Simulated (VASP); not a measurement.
# Y2Si2F: relaxation of cell and atoms with PBE

Y2Si2F:

```
Y Si F
1.0
     3.71496    0.00000    0.00000
    -1.85748    3.21725    0.00000
     0.00000    0.00000    8.02935
Y Si F
2 2 1
Direct
  0.33333 0.66667 0.19068
  0.66667 0.33333 0.80932
  0.33333 0.66667 0.56358
  0.66667 0.33333 0.43642
  0.00000 0.00000 0.00000
```

* Program: VASP 6.6.1
* Task: relaxation of cell and atoms
* Functional: PBE
* Potentials or basis: VASP PAW PBE potentials, release 64 (Y_sv, Si, F)
* Cutoff: 600 eV
* k mesh: 12 × 12 × 6
* Occupations: gaussian, width 0.1 eV
* Spin: no spin polarisation
* Dipole correction: no
* Further INCAR settings: ALGO = Normal; EDIFF = 1e-06; IBRION = 2; EDIFFG = -0.01; NSW = 100; ISIF = 3

| Quantity | Value |
| --- | --- |
| Relaxed volume | 19.25 Å³/atom |
| Relaxed cell | a = 3.709 Å, b = 3.709 Å, c = 8.079 Å, α = 90.00°, β = 90.00°, γ = 120.00° |
| Space group after relaxing (to 0.05 Å) | P-3m1 (No. 164) |
| Energy gained by relaxing | 0.3 meV/atom |
| Ionic steps | 7 |
| Pressure after relaxing | 0.0 GPa |

The path:
| step | energy change (eV) | largest force (eV/Å) | pressure (GPa) | volume (Å³) |
| --- | --- | --- | --- | --- |
| 1 | 0.0000 | 0.0431 | 0.12 | 95.97 |
| 2 | -0.0006 | 0.0463 | -0.03 | 96.16 |
| 3 | -0.0007 | 0.0495 | -0.17 | 96.33 |
| 4 | -0.0011 | 0.0296 | -0.03 | 96.20 |
| 5 | -0.0012 | 0.0246 | 0.07 | 96.12 |
| 6 | -0.0013 | 0.0110 | 0.04 | 96.20 |
| 7 | -0.0013 | 0.0019 | 0.01 | 96.27 |

Final structure:
```cif
data_structure
_symmetry_space_group_name_H-M 'P 1'
_symmetry_Int_Tables_number 1
_cell_length_a 3.7093
_cell_length_b 3.7093
_cell_length_c 8.0794
_cell_angle_alpha 90.000
_cell_angle_beta 90.000
_cell_angle_gamma 120.000
_cell_volume 96.27
loop_
_atom_site_label
_atom_site_type_symbol
_atom_site_fract_x
_atom_site_fract_y
_atom_site_fract_z
_atom_site_occupancy
Y1 Y 0.33333 0.66667 0.19236 1
Y2 Y 0.66667 0.33333 0.80764 1
Si1 Si 0.33333 0.66667 0.56346 1
Si2 Si 0.66667 0.33333 0.43654 1
F1 F 0.00000 0.00000 0.00000 1
```

Levels at points of the mesh, in eV from the Fermi level:
| k point | band 15 | band 16 | band 17 | band 18 | band 19 | band 20 | band 21 | band 22 |
| --- | --- | --- | --- | --- | --- | --- | --- | --- |
| (0.00, 0.00, 0.00) | -3.12 | -1.11 | -1.11 | -0.56 | 0.38 | 1.05 | 1.05 | 1.28 |
| (0.50, 0.00, 0.00) | -3.68 | -2.61 | -2.58 | -1.29 | -0.85 | 1.26 | 1.62 | 2.12 |
| (0.00, 0.00, 0.50) | -2.33 | -1.04 | -1.04 | -0.54 | 0.02 | 0.73 | 0.73 | 1.91 |
| (0.50, 0.00, 0.50) | -3.59 | -2.64 | -2.61 | -1.39 | -0.50 | 1.25 | 1.38 | 1.48 |

Run time: 7.5 min on 1 thread of Intel(R) Xeon(R) 6975P-C (Granite Rapids), with other jobs on the host, peak memory 0.43 GiB.

Caveat: an odd number of electrons without spin polarisation forces a metal; a magnetic or distorted state may lie lower.
